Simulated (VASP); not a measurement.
Here is a VASP 6.6.1 calculation.

INCAR

```
SYSTEM = MgO
PREC = Accurate
ENCUT = 520
EDIFF = 1E-6
ISMEAR = 0
SIGMA = 0.1
LREAL = .FALSE.
LASPH = .TRUE.
NELM = 60
ALGO = Normal
ISIF = 2
LWAVE = .FALSE.
LCHARG = .TRUE.
LELF = .TRUE.
LVHAR = .TRUE.
NBANDS = 11
```

KPOINTS

```
regular mesh
0
G
  8 8 8
  0 0 0
```

File POSCAR:

```
MgO
1.0
    0.0000000000      2.0816499858      2.0816499858
    2.0816499858      0.0000000000      2.0816499858
    2.0816499858      2.0816499858      0.0000000000
Mg O
1 1
Direct
    0.0000000000      0.0000000000      0.0000000000
    0.5000000000      0.5000000000      0.5000000000
```

Potentials or basis: VASP PAW LDA potentials, release 64 (Mg, O).

Command:

```console
$ cat potpaw_LDA.64/Mg/POTCAR potpaw_LDA.64/O/POTCAR > POTCAR
$ mpirun -np 1 vasp_std > vasp.out
```

Question: Estimate the band gap on the k mesh.

Answer: 5.00 eV, direct.

Question: What does it give for the pressure?

Answer: -2.2 GPa.

**Measured values to compare with.**

From “Electronic structure of alkaline earth and post-transition metal oxides”, 2009, arxiv:0908.1581, for a bulk crystal of MgO: band gap 7.83 eV.

A measured gap of MgO is 7.83 eV (quoted in “Electronic structure of alkaline earth and post-transition metal oxides”, 2009, arxiv:0908.1581); the calculated 5.00 eV misses it by -2.83 eV. The value is that of LDA, without temperature or zero-point motion. Semilocal functionals fall short of measured gaps as a rule.
